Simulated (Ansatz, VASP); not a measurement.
**ZrS2 in VASP and in Ansatz**

```xyz
3
Lattice="3.6852 0.0000 0.0000 -1.8426 3.1915 0.0000 0.0000 0.0000 6.7573" Properties=species:S:1:pos:R:3 pbc="T T T"
Zr    0.0000    0.0000    0.0000
S     0.0000    2.1277    1.4484
S     1.8426    1.0638    5.3090
```

Alike in both runs: task single point; functional HSE06; k mesh 6 × 6 × 4; occupations gaussian, width 0.02 eV; no spin polarisation.

```csv
,VASP,Ansatz
version,VASP 6.6.1,Ansatz 0.2.0
potentials or method,"VASP PAW PBE potentials, release 64 (Zr_sv, S), cutoff 400 eV","scalar-relativistic, plane waves, PAW"
valence electrons in the cell,24,24
```

VASP gave:

```
gap on the k mesh at the Fermi level (eV)                     : 1.94
least direct gap on the mesh (eV)                             : 2.59
pressure (GPa)                                                : -1.2
traceless stress, the component that is largest in VASP (GPa) : -0.20
rms of the force components (eV/Å)                            : 0.102
```

Question: What did Ansatz give for the same quantities?

Answer: gap on the k mesh at the Fermi level (eV): 1.95; least direct gap on the mesh (eV): 2.59; pressure (GPa): -1.1; traceless stress, the component that is largest in VASP (GPa): -0.24; rms of the force components (eV/Å): 0.104.

Atom by atom the forces differ by 0.002 eV/Å (rms over components). Ansatz's warnings: stress exchange threshold loose, stress scf threshold loose.
